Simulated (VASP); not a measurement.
Set up this calculation in VASP 6.6.1, as the native input.

```
Task                   : single point
Functional             : PBE
Potentials or basis    : VASP PAW PBE potentials, release 64 (Ga_d, P)
Cutoff                 : 500 eV
k mesh                 : 10 × 10 × 10
Occupations            : gaussian, width 0.02 eV
Spin                   : no spin polarisation
Dipole correction      : no
Further INCAR settings : ALGO = Normal; EDIFF = 1e-06; NBANDS = 16
```

The structure of GaP lies in POSCAR:

```
GaP
1.0
    0.0000000000      2.7533028936      2.7533028936
    2.7533028936      0.0000000000      2.7533028936
    2.7533028936      2.7533028936      0.0000000000
Ga P
1 1
Direct
    0.0000000000      0.0000000000      0.0000000000
    0.2500000000      0.2500000000      0.2500000000
```

These files were run (other wordings do the same):

INCAR

```
ALGO = Normal ; EDIFF = 1E-6
ENCUT = 500 ; GGA = PE
GGA_COMPAT = False ; ISIF = 2
ISMEAR = 0 ; LASPH = True
LCHARG = False ; LREAL = False
LWAVE = False ; NBANDS = 16
NELM = 120 ; PREC = Accurate
SIGMA = 0.02
```

KPOINTS

```
k-points
0
Gamma
  10 10 10
```

Potentials or basis: VASP PAW PBE potentials, release 64 (Ga_d, P).

The run is started by

```sh
$ cat potpaw_PBE.64/Ga_d/POTCAR potpaw_PBE.64/P/POTCAR > POTCAR
$ mpirun -np 1 vasp_std > vasp.out
```

Results of the run:

| Item | Value |
| --- | --- |
| Pressure | -0.1 GPa |
| Band gap on the k mesh | 1.57 eV |

It took 44 s on 1 thread of Intel Xeon 8259CL, on a shared host, peak memory 0.17 GiB.
